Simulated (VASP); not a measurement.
A run of VASP 6.6.1 is set up as follows.

Contents of INCAR:

```
PREC     = Accurate       # precision mode
ENCUT    = 520            # plane-wave cutoff, eV
EDIFF    = 1E-7           # SCF threshold, eV
ISMEAR   = 0              # smearing method
SIGMA    = 0.15           # smearing width, eV
LREAL    = False          # projectors in reciprocal space
LASPH    = True           # aspherical terms in the spheres
NELM     = 100            # most SCF steps
ALGO     = Fast           # electronic algorithm
ISIF     = 2              # what is computed and relaxed
LWAVE    = False          # write WAVECAR
LCHARG   = True           # write CHGCAR
GGA      = CA             # functional
LELF     = True           # ELF
LVHAR    = True         
NBANDS   = 10             # bands
```

Contents of KPOINTS:

```
regular mesh
0
Gamma
  18 18 18
```

Contents of POSCAR:

```
Na
1.0
   -1.6835500000      1.6835500000      2.8471500000
    1.6835500000     -1.6835500000      2.8471500000
    1.6835500000      1.6835500000     -2.8471500000
Na
1
Direct
    0.0000000000      0.0000000000      0.0000000000
```

Potentials or basis: VASP PAW LDA potentials, release 64 (Na_pv).

Launch:

```bash
$ cat potpaw_LDA.64/Na_pv/POTCAR > POTCAR
$ mpirun -np 1 vasp_std > vasp.out
```

Question: Predict the pressure.

Answer: 0.3 GPa.

Stress tensor (GPa, compression positive):
```
 0.66  0.00  0.00
 0.00  0.66  0.00
 0.00  0.00 -0.34
```
